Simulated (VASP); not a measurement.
Set up this calculation in VASP 6.6.1, as the native input.

| Item | Value |
| --- | --- |
| Task | single point |
| Functional | PBE |
| Potentials or basis | VASP PAW PBE potentials, release 64 (As, Nb_sv) |
| Cutoff | 520 eV |
| k mesh | 10 × 10 × 1 |
| Occupations | gaussian, width 0.01 eV |
| Spin | no spin polarisation |
| Dipole correction | yes |
| Further INCAR settings | ALGO = Normal; EDIFF = 1e-07; NBANDS = 46 |

The structure of NbAs lies in POSCAR:

```
NbAs
1.0
    3.4734820522      0.0000000000      0.0000000000
    0.0000000000      3.4734820522      0.0000000000
    0.0000000000      0.0000000000     24.7728719669
As Nb
4 4
Direct
    0.0000000000      0.0000000000      0.3027505253
    0.5000000000      0.0000000000      0.4213193810
    0.5000000000      0.5000000000      0.5398882367
    0.0000000000      0.5000000000      0.6584570925
    0.5000000000      0.5000000000      0.3415429075
    0.0000000000      0.5000000000      0.4601117633
    0.0000000000      0.0000000000      0.5786806190
    0.5000000000      0.0000000000      0.6972494747
```

The input as run:

INCAR

```
SYSTEM = NbAs
ALGO = Normal
DIPOL = 0.5 0.5 0.500
EDIFF = 1E-7
ENCUT = 520
GGA = PE
IDIPOL = 3
ISIF = 2
ISMEAR = 0
LASPH = .True.
LCHARG = .False.
LDIPOL = .True.
LREAL = .False.
LWAVE = .False.
NBANDS = 46
NELM = 80
PREC = Accurate
SIGMA = 0.01
```

KPOINTS

```
k-points
0
Gamma
  10 10 1
  0 0 0
```

Potentials or basis: VASP PAW PBE potentials, release 64 (As, Nb_sv).

Command:

```bash
$ cat potpaw_PBE.64/As/POTCAR potpaw_PBE.64/Nb_sv/POTCAR > POTCAR
$ mpirun -np 1 vasp_std > vasp.out
```

It gave:

```
Largest force          : 0.998 eV/Å
Band gap on the k mesh : zero (bands 36 and 37 overlap by 1.02 eV)
```

Run time: 14 min on 1 thread of Intel(R) Xeon(R) Platinum 8559C (Emerald Rapids), on a shared host, peak memory 0.61 GiB.
